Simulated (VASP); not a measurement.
# C (P1) in VASP: single point with PBE

Aim: the single point of C with PBE.

The COD entry that gives the cell may itself be a prediction, so a difference from it is no test against experiment.

All numbers are computed with VASP 6.6.1; they aren't measurements. Logs are shortened: lines on timing, memory, paths and dates and some standing lists are left out, and cuts for length are marked.

**1. The cell of the first run**

The typed cell holds 12 atoms: a = 2.548 Å, b = 2.428 Å, c = 12.861 Å, α = 92.08°, β = 92.39°, γ = 118.82°.

**2. Single point, PBE (atoms moved at random and the cell strained at random)**

Contents of INCAR:

```
  PREC = Accurate
  ENCUT = 520
  EDIFF = 1E-6
  ISMEAR = 0
  SIGMA = 0.05
  LREAL = F
  LASPH = T
  NELM = 80
  ALGO = Normal
  ISIF = 2
  LWAVE = F
  LCHARG = F
  GGA = PE
  NBANDS = 36
```

Contents of KPOINTS:

```
Automatic mesh
0
Gamma
  12 12 2
```

Contents of POSCAR:

```
C
1.0
    2.5464172817      0.0598224832     -0.0529005377
   -1.2214008507      2.0979779609     -0.0458250020
   -0.2608620728     -0.4115380078     12.8516861253
C
12
Direct
    0.0901153026      0.1474167792      0.1790924661
    0.2692517364      0.4343692136      0.6767372811
   -0.0974237179     -0.2415795888      0.3149374846
    0.1718829593      0.2609921236      0.8098639490
    0.0685536502      0.5996577004      0.5644473836
    0.8587615682      0.2880850032     -0.0052777175
    0.4376980600      0.7600998352      0.9644164804
    0.5820678461      0.1075280314      0.4478998040
    0.5025961270      0.9182023917      0.6764656820
    0.5592625580      0.0484574262      0.1381598095
   -0.0470581270      0.3782512527      0.8763069145
    0.6042920371      0.2985198316      0.3569504628
```

Potentials or basis: VASP PAW PBE potentials, release 64 (C).

Run with:

```bash
> cat potpaw_PBE.64/C/POTCAR > POTCAR
> mpirun -np 1 vasp_std > vasp.out
```

OUTCAR:

```text
PREC = Accurate
   ENCUT = 520
   EDIFF = 1E-6
   ISMEAR = 0
   LREAL = F
   LASPH = T
   NELM = 80
   ISIF = 2
   GGA = PE

 ion  position               nearest neighbor table
   1  0.090  0.147  0.179-  10 1.33  10 1.44   3 1.98  10 2.03
   2  0.269  0.434  0.677-   9 1.03   9 1.63   5 1.64   9 1.74   4 1.78
   3  0.903  0.758  0.315-  12 1.17  12 1.68  12 1.88   1 1.98
   4  0.172  0.261  0.810-  11 1.14   2 1.78  11 2.02
   5  0.069  0.600  0.564-   2 1.64   9 1.69   8 1.87   8 2.05
   6  0.859  0.288  0.995-   7 1.24   7 1.45  11 1.56   7 1.95  10 2.02
   7  0.438  0.760  0.964-   6 1.24   6 1.45  11 1.54  11 1.90   6 1.95
   8  0.582  0.108  0.448-  12 1.27   5 1.87   5 2.05
   9  0.503  0.918  0.676-   2 1.03   2 1.63   5 1.69   2 1.74
  10  0.559  0.048  0.138-   1 1.33   1 1.44   6 2.02   1 2.03
  11  0.953  0.378  0.876-   4 1.14   7 1.54   6 1.56   7 1.90   4 2.02
  12  0.604  0.299  0.357-   3 1.17   8 1.27   3 1.68   3 1.88

 -----------------------------------------------------------------------------
|                                                                             |
|           W    W    AA    RRRRR   N    N  II  N    N   GGGG   !!!           |
|           W    W   A  A   R    R  NN   N  II  NN   N  G    G  !!!           |
|           W    W  A    A  R    R  N N  N  II  N N  N  G       !!!           |
|           W WW W  AAAAAA  RRRRR   N  N N  II  N  N N  G  GGG   !            |
|           WW  WW  A    A  R   R   N   NN  II  N   NN  G    G                |
|           W    W  A    A  R    R  N    N  II  N    N   GGGG   !!!           |
|                                                                             |
|     The distance between some ions is very small. Please check the          |
|     nearest-neighbor list in the OUTCAR file.                               |
|     I HOPE YOU KNOW WHAT YOU ARE DOING!                                     |
|                                                                             |
 -----------------------------------------------------------------------------

  LATTYP: Found a triclinic cell.
 ALAT       =     2.4280509660
 B/A-ratio  =     1.0436648445
 C/A-ratio  =     5.3545837871
 COS(alpha) =     0.0124662450
 COS(beta)  =     0.1508421663
 COS(gamma) =     0.4734657116

  Lattice vectors:

 A1 = (   1.2214008507,  -2.0979779609,   0.0458250020)
 A2 = (  -1.3250164310,  -2.1578004441,   0.0987255397)
 A3 = (   1.4822629235,  -1.6864399531, -12.8058611233)

Analysis of symmetry for initial positions (statically):
=====================================================================
 Subroutine PRICEL returns:
 Original cell was already a primitive cell.
[... 159 lines left out ...]
   IALGO  =     38    algorithm
   IMIX   =      4    mixing-type and parameters
     AMIX     =   0.40;   BMIX     =  1.00
     AMIX_MAG =   1.60;   BMIX_MAG =  1.00
  volume/ion in A,a.u.               =       5.79        39.08
  Fermi-wavevector in a.u.,A,eV,Ry     =   1.447125  2.734669 28.492907  2.094170
  Thomas-Fermi vector in A             =   2.565115
   LORBIT       =      0    0 simple, 1 ext, 2 COOP (PROOUT), +10 PAW based schemes
   GGA     = PE    functional components
   LHFCALC =     F    Hartree Fock is set to
   AEXX    =    0.0000 exact exchange contribution
   IVDW    =     0    specifies the selected vdW correction
   LEPSILON=     F    determine dielectric tensor
   LRPA    =     F    only Hartree local field effects (RPA)
 non-spin polarized calculation
 Gauss-broadening in eV      SIGMA  =   0.05
  energy-cutoff  :      520.00
  volume of cell :       69.49
 maximum number of plane-waves:      1904
   NGX =  9   NGY =  9   NGZ = 47

 number of electron      48.0000001 magnetization

 Free energy of the ion-electron system (eV)
  ---------------------------------------------------
  ext. energy  EPLUGINS =         0.00000000
  ---------------------------------------------------
  free energy    TOTEN  =       -66.99395022 eV

  energy without entropy =      -66.98944593  energy(sigma->0) =      -66.99169808

 E-fermi :  10.0680     XC(G=0): -13.2366

 val. band max:       10.0647200999   @ k =   0.2500   0.0833   0.0000
 cond. band min:      10.0714751337   @ k =   0.5000   0.5000   0.5000
 fundamental gap:      0.0067550339
 Fermi energy:        10.0679703967

 k-point     1 :       0.0000    0.0000    0.0000
  band No.  band energies     occupation
      1     -13.9243      2.00000
      2     -12.9735      2.00000
      3     -12.2208      2.00000
      4      -9.9061      2.00000
      5      -8.4532      2.00000
      6      -5.6995      2.00000
[... 925 lines left out ...]
     35      17.1633      0.00000
     36      18.0384      0.00000

 [... further k-points ...]

------------------------ aborting loop because EDIFF is reached ----------------------------------------

  FORCE on cell =-STRESS in cart. coord.  units (eV):
  Direction    XX          YY          ZZ          XY          YZ          ZX
  --------------------------------------------------------------------------------------
  -------------------------------------------------------------------------------------
  Total       26.6188470     90.4280763     44.6534791     -5.2519874     -4.0738441    -13.3879721
  in kB      613.6939971   2084.8073380   1029.4800547   -121.0838744    -93.9219362   -308.6579255
  external PRESSURE =    1242.6604633 kB  Pullay stress =       0.0000000 kB

 VOLUME and BASIS-vectors are now :
 -----------------------------------------------------------------------------
  energy-cutoff  :      520.00
  volume of cell :       69.49
      direct lattice vectors                 reciprocal lattice vectors
     2.546417282  0.059822483 -0.052900538     0.387711975  0.226048167  0.015108271
    -1.221400851  2.097977961 -0.045825002    -0.010749822  0.470715571  0.014855104
    -0.260862073 -0.411538008 12.851686125     0.001557582  0.002608888  0.077925959

 POSITION                                       TOTAL-FORCE (eV/Angst)
 -----------------------------------------------------------------------------------
      0.00270      0.24096      2.29012         3.050721      0.381211     -0.215635
     -0.02145      0.64890      8.66307         0.980209    -45.901774      4.964315
      1.28985      1.51553      3.96498         3.129488     17.810894     -9.529659
     -0.09235      0.22455     10.38706        10.280567     -3.156910    -11.902125
     -0.70510      1.02988      7.22299         0.410451      0.082642     -6.660379
      1.57541      0.24640     12.72523        -0.827193      7.307336      1.995464
     -0.06540      1.22396     12.33639        -2.816973    -10.470910      0.882025
      1.23401      0.07608      5.72055         1.094938     -0.893824     12.875305
     -0.01814      1.67804      8.62506        -1.368937     45.115985     -4.402293
      1.32889      0.07826      1.74378        -3.133392     -0.928158      1.842944
      1.73600      0.48994     11.19428        -7.696933      5.996113      8.506195
      1.08105      0.51554      4.54177        -3.102947    -15.342607      1.643843
 -----------------------------------------------------------------------------------
    total drift:                               -0.000374     -0.000103      0.000268

  FREE ENERGIE OF THE ION-ELECTRON SYSTEM (eV)
  ---------------------------------------------------
  free  energy   TOTEN  =       -66.9939502210 eV

  energy  without entropy=      -66.9894459346  energy(sigma->0) =      -66.99169808
```

Wall time 3.1 min (1 thread of Intel Xeon 6975P-C (Granite Rapids), shared host); peak memory 0.33 GiB.

Results:

```
Free energy            : -66.9940 eV
Pressure               : 124.3 GPa
Largest force          : 46.180 eV/Å
Band gap on the k mesh : zero (band 24 reaches 11.51 eV, above the bottom of band 25 at 9.19 eV)
```

Forces on the atoms (eV/Å):
```
C     3.051   0.381  -0.216
C     0.980 -45.902   4.964
C     3.129  17.811  -9.530
C    10.281  -3.157 -11.902
C     0.410   0.083  -6.660
C    -0.827   7.307   1.995
C    -2.817 -10.471   0.882
C     1.095  -0.894  12.875
C    -1.369  45.116  -4.402
C    -3.133  -0.928   1.843
C    -7.697   5.996   8.506
C    -3.103 -15.343   1.644
```

Stress tensor (GPa, compression positive):
```
 61.37 -12.11 -30.87
-12.11 208.48  -9.39
-30.87  -9.39 102.95
```

Levels at points of the mesh, in eV from the Fermi level:
```tsv
k point	band 22	band 23	band 24	band 25	band 26	band 27
(0.00, 0.00, 0.00)	0.89	1.16	1.40	1.53	2.08	2.71
(0.50, 0.00, 0.00)	-1.89	-1.23	-0.77	-0.22	-0.12	0.07
(0.00, 0.50, 0.00)	-3.42	-2.59	-1.07	-0.69	0.29	0.60
(0.50, 0.50, 0.00)	-2.33	-1.64	-1.15	-0.32	-0.11	0.72
(0.00, 0.00, 0.50)	0.82	1.06	1.28	1.43	2.08	2.46
(0.50, 0.00, 0.50)	-1.87	-1.32	-0.76	-0.30	-0.08	0.13
(0.00, 0.50, 0.50)	-3.34	-1.88	-1.23	-0.84	0.03	0.55
(0.50, 0.50, 0.50)	-2.30	-1.48	-1.05	-0.45	0.00	0.67
```

Caveat: the cell differs from its parent crystal (atoms moved at random and the cell strained at random); forces of over 1 eV/Å act on the atoms, so gaps and moduli don't describe the material at rest.
